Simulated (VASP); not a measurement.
A run of VASP 6.6.1 is set up as follows.

File INCAR:

```
PREC = Accurate
ENCUT = 520
EDIFF = 1E-6
ISMEAR = 0
SIGMA = 0.1
LREAL = False
LASPH = True
NELM = 100
ALGO = Normal
ISIF = 2
LWAVE = False
LCHARG = True
GGA = PE
LELF = True
LVHAR = True
NBANDS = 24
```

File KPOINTS:

```
Automatic mesh
0
Gamma
  6 6 4
```

File POSCAR:

```
InSi2B3
1.0
    3.6329990600      0.0000000000      0.0000000000
   -1.8164995300      3.1462694800      0.0000000000
    0.0000000000      0.0000000000      6.7430381800
In Si B
1 2 3
Direct
    0.0000000000      0.0000000000      0.5000000000
    0.3333333300      0.6666666700      0.7463855900
    0.6666666700      0.3333333300      0.2536144100
    0.0000000000      0.0000000000      0.1651157800
    0.0000000000      0.0000000000      0.8348842200
    0.0000000000      0.0000000000      0.0000000000
```

Potentials or basis: VASP PAW PBE potentials, release 64 (In_d, Si, B).

Run with:

```bash
$ cat potpaw_PBE.64/In_d/POTCAR potpaw_PBE.64/Si/POTCAR potpaw_PBE.64/B/POTCAR > POTCAR
$ mpirun -np 1 vasp_std > vasp.out
```

(1) Estimate the pressure.

(2) What does it give for the largest force?

(3) Estimate the band gap on the k mesh.

Results:

(1) 62.7 GPa.

(2) 36.190 eV/Å.

(3) zero (band 15 reaches 9.77 eV, above the bottom of band 16 at 8.23 eV).

Caveat: spin-orbit coupling is left out, which moves the levels of the heavy elements; forces of over 1 eV/Å act on the atoms, so gaps and moduli don't describe the material at rest.
